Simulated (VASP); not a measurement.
# WC (Fm-3m) in VASP: notebook, part 2 of 2

VASP 6.6.1.

## 5. Single point, LDA

INCAR reads:

```
SYSTEM = WC
PREC = Accurate
ENCUT = 1300
EDIFF = 1E-6
ISMEAR = 1
SIGMA = 0.1
LREAL = .False.
LASPH = .True.
NELM = 120
ALGO = Normal
ISIF = 2
LWAVE = .False.
LCHARG = .False.
NBANDS = 16
GGA_COMPAT = .False.
```

KPOINTS reads:

```
Automatic mesh
0
Gamma
  4 4 4
  0 0 0
```

POSCAR reads:

```
WC
1.0
    0.0000000000      2.1926840000      2.1926840000
    2.1926840000      0.0000000000      2.1926840000
    2.1926840000      2.1926840000      0.0000000000
W C
1 1
Direct
    0.0000000000      0.0000000000      0.0000000000
    0.5000000000      0.5000000000      0.5000000000
```

Potentials or basis: VASP PAW LDA potentials, release 64 (W_sv, C_h).

Launch:

```console
cat potpaw_LDA.64/W_sv/POTCAR potpaw_LDA.64/C_h/POTCAR > POTCAR
mpirun -np 1 vasp_std > vasp.out
```

OUTCAR:

```text
SYSTEM = WC
   PREC = Accurate
   ENCUT = 1300
   EDIFF = 1E-6
   ISMEAR = 1
   LREAL = .False.
   LASPH = .True.
   NELM = 120
   ISIF = 2

 ion  position               nearest neighbor table
   1  0.000  0.000  0.000-   2 2.19   2 2.19   2 2.19   2 2.19   2 2.19   2 2.19
   2  0.500  0.500  0.500-   1 2.19   1 2.19   1 2.19   1 2.19   1 2.19   1 2.19

  LATTYP: Found a face centered cubic cell.
 ALAT       =     4.3853680000

  Lattice vectors:

 A1 = (   0.0000000000,   2.1926840000,   2.1926840000)
 A2 = (   2.1926840000,   0.0000000000,   2.1926840000)
 A3 = (   2.1926840000,   2.1926840000,   0.0000000000)

Analysis of symmetry for initial positions (statically):
=====================================================================
 Subroutine PRICEL returns:
 Original cell was already a primitive cell.

 Routine SETGRP: Setting up the symmetry group for a
 face centered cubic supercell.

 Subroutine GETGRP returns: Found 48 space group operations
 (whereof 48 operations were pure point group operations)
 out of a pool of 48 trial point group operations.

The static configuration has the point symmetry O_h .

Analysis of symmetry for dynamics (positions and initial velocities):
=====================================================================
 Subroutine PRICEL returns:
 Original cell was already a primitive cell.

 Routine SETGRP: Setting up the symmetry group for a
 face centered cubic supercell.

 Subroutine GETGRP returns: Found 48 space group operations
 (whereof 48 operations were pure point group operations)
 out of a pool of 48 trial point group operations.

The dynamic configuration has the point symmetry O_h .

 Subroutine INISYM returns: Found 48 space group operations
 (whereof 48 operations are pure point group operations),
 and found     1 'primitive' translations

----------------------------------------------------------------------------------------

                                     Primitive cell

  volume of cell :      21.0842

  direct lattice vectors                    reciprocal lattice vectors
     0.000000000  2.192684000  2.192684000    -0.228031034  0.228031034  0.228031034
     2.192684000  0.000000000  2.192684000     0.228031034 -0.228031034  0.228031034
     2.192684000  2.192684000  0.000000000     0.228031034  0.228031034 -0.228031034

  length of vectors
     3.100923451  3.100923451  3.100923451     0.394961337  0.394961337  0.394961337

  position of ions in fractional coordinates (direct lattice)
     0.000000000  0.000000000  0.000000000
     0.500000000  0.500000000  0.500000000

  ion indices of the primitive-cell ions
   primitive index   ion index
                 1           1
                 2           2

----------------------------------------------------------------------------------------

 KPOINTS: Automatic mesh

Automatic generation of k-mesh.
 Grid dimensions read from file:
 generate k-points for:    4    4    4

 Generating k-lattice:

  Cartesian coordinates                     Fractional coordinates (reciprocal lattice)
    -0.057007759  0.057007759  0.057007759     0.250000000  0.000000000  0.000000000
     0.057007759 -0.057007759  0.057007759     0.000000000  0.250000000  0.000000000
     0.057007759  0.057007759 -0.057007759     0.000000000  0.000000000  0.250000000

  Length of vectors
     0.098740334  0.098740334  0.098740334

  Shift w.r.t. Gamma in fractional coordinates (k-lattice)
     0.000000000  0.000000000  0.000000000

 Subroutine IBZKPT returns following result:
 ===========================================

 Found      8 irreducible k-points:

 Following reciprocal coordinates:
            Coordinates               Weight
  0.000000  0.000000  0.000000      1.000000
  0.250000  0.000000  0.000000      8.000000
  0.500000  0.000000  0.000000      4.000000
  0.250000  0.250000  0.000000      6.000000
  0.500000  0.250000  0.000000     24.000000
 -0.250000  0.250000  0.000000     12.000000
  0.500000  0.500000  0.000000      3.000000
 -0.250000  0.500000  0.250000      6.000000
   k-points           NKPTS =      8   k-points in BZ     NKDIM =      8   number of bands    NBANDS=     16
   number of dos      NEDOS =    301   number of ions     NIONS =      2
   total plane-waves  NPLWV =  46656
   dimension x,y,z NGX =    36 NGY =   36 NGZ =   36
   dimension x,y,z NGXF=    72 NGYF=   72 NGZF=   72
   ions per type =               1   1
   NGX,Y,Z   is equivalent  to a cutoff of  19.30, 19.30, 19.30 a.u.
   NGXF,Y,Z  is equivalent  to a cutoff of  38.60, 38.60, 38.60 a.u.
 SYSTEM =  WC
   PREC   = accura    normal or accurate (medium, high low for compatibility)
   ISTART =      0    job   : 0-new  1-cont  2-samecut
   ICHARG =      2    charge: 1-file 2-atom 10-const
   ISPIN  =      1    spin polarized calculation?
   LNONCOLLINEAR =      F non collinear calculations
   LSORBIT =      F    spin-orbit coupling
   LASPH  =      T    aspherical Exc in radial PAW
   ENCUT  = 1300.0 eV  95.55 Ry    9.77 a.u.   9.12  9.12  9.12*2*pi/ulx,y,z
   NELM   =    120;   NELMIN=  2; NELMDL= -5     # of ELM steps
   EDIFF  = 0.1E-05   stopping-criterion for ELM
   LREAL  =      F    real-space projection
   EDIFFG = 0.1E-04   stopping-criterion for IOM
   NSW    =      0    number of steps for IOM
   IBRION =     -1    ionic relax: 0-MD 1-quasi-New 2-CG
   NFREE  =      0    steps in history (QN), initial steepest desc. (CG)
   ISIF   =      2    stress and relaxation
   ISYM   =      2    0-nonsym 1-usesym 2-fastsym
   POTIM  = 0.5000    time-step for ionic-motion
   TEBEG  =    0.0;   TEEND  =   0.0 temperature during run
   PSTRESS=    0.0 pullay stress
   NELECT =      18.0000    total number of electrons
   NUPDOWN=      -1.0000    fix difference up-down
   EMIN   =  10.00;   EMAX   =-10.00  energy-range for DOS
   EFERMI =   0.00;   METHOD = LEGACY
   ISMEAR =     1;   SIGMA  =   0.10  broadening in eV -4-tet -1-fermi 0-gaus
   EFERMI_NEDOS =   21; number of points for ismear=-14 and -15
   IALGO  =     38    algorithm
   IMIX   =      4    mixing-type and parameters
     AMIX     =   0.40;   BMIX     =  1.00
     AMIX_MAG =   1.60;   BMIX_MAG =  1.00
  volume/ion in A,a.u.               =      10.54        71.14
  Fermi-wavevector in a.u.,A,eV,Ry     =   1.553029  2.934800 32.815887  2.411900
  Thomas-Fermi vector in A             =   2.657319
   LORBIT       =      0    0 simple, 1 ext, 2 COOP (PROOUT), +10 PAW based schemes
   GGA     = CA    functional components
   LHFCALC =     F    Hartree Fock is set to
   AEXX    =    0.0000 exact exchange contribution
   IVDW    =     0    specifies the selected vdW correction
   LEPSILON=     F    determine dielectric tensor
   LRPA    =     F    only Hartree local field effects (RPA)
 non-spin polarized calculation
 Methfessel and Paxton  Order N= 1 SIGMA  =   0.10
  energy-cutoff  :     1300.00
  volume of cell :       21.08
 maximum number of plane-waves:      2272
   NGX = 19   NGY = 19   NGZ = 19

 number of electron      18.0000000 magnetization

 Free energy of the ion-electron system (eV)
  ---------------------------------------------------
  ext. energy  EPLUGINS =         0.00000000
  ---------------------------------------------------
  free energy    TOTEN  =       -23.90142585 eV

  energy without entropy =      -23.89876784  energy(sigma->0) =      -23.90053985

 E-fermi :  12.1825     XC(G=0): -13.9363

 val. band max:       12.1387246242   @ k =  -0.2500   0.2500   0.0000
 cond. band min:      12.4413848393   @ k =   0.2500   0.2500   0.0000
 fundamental gap:      0.3026602150
 Fermi energy:        12.1824503803

 k-point     1 :       0.0000    0.0000    0.0000
  band No.  band energies     occupation
      1     -62.3474      2.00000
      2     -26.6003      2.00000
      3     -26.6003      2.00000
      4     -26.6003      2.00000
      5      -3.0446      2.00000
      6       9.8464      2.00000
[... 8 lines left out ...]
     15      22.3392      0.00000
     16      35.9548      0.00000
[... 115 lines left out ...]
 k-point     8 :      -0.2500    0.5000    0.2500
  band No.  band energies     occupation
      1     -62.2964      2.00000
      2     -26.9772      2.00000
      3     -26.9772      2.00000
      4     -26.8194      2.00000
      5       0.0901      2.00000
      6       6.2980      2.00000
[... 8 lines left out ...]
     15      25.4084      0.00000
     16      25.4084      0.00000

------------------------ aborting loop because EDIFF is reached ----------------------------------------

  FORCE on cell =-STRESS in cart. coord.  units (eV):
  Direction    XX          YY          ZZ          XY          YZ          ZX
  --------------------------------------------------------------------------------------
  -------------------------------------------------------------------------------------
  Total       -2.0145268     -2.0145268     -2.0145268      0.0000000     -0.0000000      0.0000000
  in kB     -153.0824780   -153.0824780   -153.0824780      0.0000000     -0.0000000      0.0000000
  external PRESSURE =    -153.0824780 kB  Pullay stress =       0.0000000 kB

 VOLUME and BASIS-vectors are now :
 -----------------------------------------------------------------------------
  energy-cutoff  :     1300.00
  volume of cell :       21.08
      direct lattice vectors                 reciprocal lattice vectors
     0.000000000  2.192684000  2.192684000    -0.228031034  0.228031034  0.228031034
     2.192684000  0.000000000  2.192684000     0.228031034 -0.228031034  0.228031034
     2.192684000  2.192684000  0.000000000     0.228031034  0.228031034 -0.228031034

 POSITION                                       TOTAL-FORCE (eV/Angst)
 -----------------------------------------------------------------------------------
      0.00000      0.00000      0.00000        -0.000000      0.000000     -0.000000
      2.19268      2.19268      2.19268         0.000000     -0.000000      0.000000
 -----------------------------------------------------------------------------------
    total drift:                               -0.000000      0.000000      0.000000

  FREE ENERGIE OF THE ION-ELECTRON SYSTEM (eV)
  ---------------------------------------------------
  free  energy   TOTEN  =       -23.9014258545 eV

  energy  without entropy=      -23.8987678422  energy(sigma->0) =      -23.90053985
```

Run time: 6.6 s. Hardware: 1 thread of AMD EPYC 9R45 (Zen 5), shared host; peak memory 0.16 GiB.

What came out:

* Free energy: -23.9014 eV
* Pressure: -15.3 GPa
* Band gap on the k mesh: zero (bands 9 and 10 overlap by 2.10 eV)

Caveat: the k points lie up to 0.62 Å⁻¹ apart, too coarse for converged energies and pressures of a metal; spin-orbit coupling is left out, which moves the levels of the heavy elements.

## 6. Summary

| k mesh | gap on the mesh (eV) | pressure (GPa) |
| --- | --- | --- |
| 7 × 7 × 7 | none | -14.3 |
| 3 × 3 × 3 | none | -7.2 |
| 5 × 5 × 5 | none | -14.5 |
| 4 × 4 × 4 | none | -15.3 |

Alike in all rows: task single point; level LDA; potentials or basis VASP PAW LDA potentials, release 64 (W_sv, C_h); no spin polarisation; cell as given; cutoff (eV) 1300; smearing methfessel-paxton 0.1 eV.

Caveats: some runs use coarse meshes; spin-orbit coupling is left out, which moves the levels of the heavy elements; the cell stands under tension (at least some runs).

Total energies depend on the potentials used, so only differences within one code and one set of settings carry meaning.

The gap in the log of VASP goes by the Fermi energy; the results here count the filled bands.